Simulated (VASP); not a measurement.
Input of a VASP 6.6.1 run:

POSCAR

```
K
1.0
   -2.7330567785      2.7330567785      2.7330567785
    2.7330567785     -2.7330567785      2.7330567785
    2.7330567785      2.7330567785     -2.7330567785
K
1
Direct
    0.0000000000      0.0000000000      0.0000000000
```

File INCAR.step1:

```
SYSTEM = K
ALGO = Normal ; EDIFF = 1E-4
ENCUT = 520 ; GGA = PE
ISMEAR = -1 ; LASPH = .TRUE.
LCHARG = .FALSE. ; LREAL = .FALSE.
LWAVE = .TRUE. ; NBANDS = 10
NELM = 60 ; PREC = Accurate
SIGMA = 0.05
```

INCAR.step2

```
SYSTEM = K
ALGO = Normal ; EDIFF = 1E-6
ENCUT = 520 ; ISIF = 2
ISMEAR = -1 ; ISTART = 1
LASPH = .TRUE. ; LCHARG = .FALSE.
LMIXTAU = .TRUE. ; LREAL = .FALSE.
LWAVE = .FALSE. ; METAGGA = R2SCAN
NBANDS = 10 ; NELM = 60
PREC = Accurate ; SIGMA = 0.05
```

File KPOINTS:

```
k-points
0
G
  7 7 7
  0 0 0
```

Potentials or basis: VASP PAW PBE potentials, release 64 (K_sv).

The run is started by

```bash
$ cat potpaw_PBE.64/K_sv/POTCAR > POTCAR
$ cp INCAR.step1 INCAR
$ mpirun -np 1 vasp_std > vasp.out
$ cp INCAR.step2 INCAR
$ mpirun -np 1 vasp_std > vasp.out
```

Question: Estimate the pressure.

Answer: -0.2 GPa.

Caveat: the PAW data sets were made with another functional, which shifts forces and pressure a little.
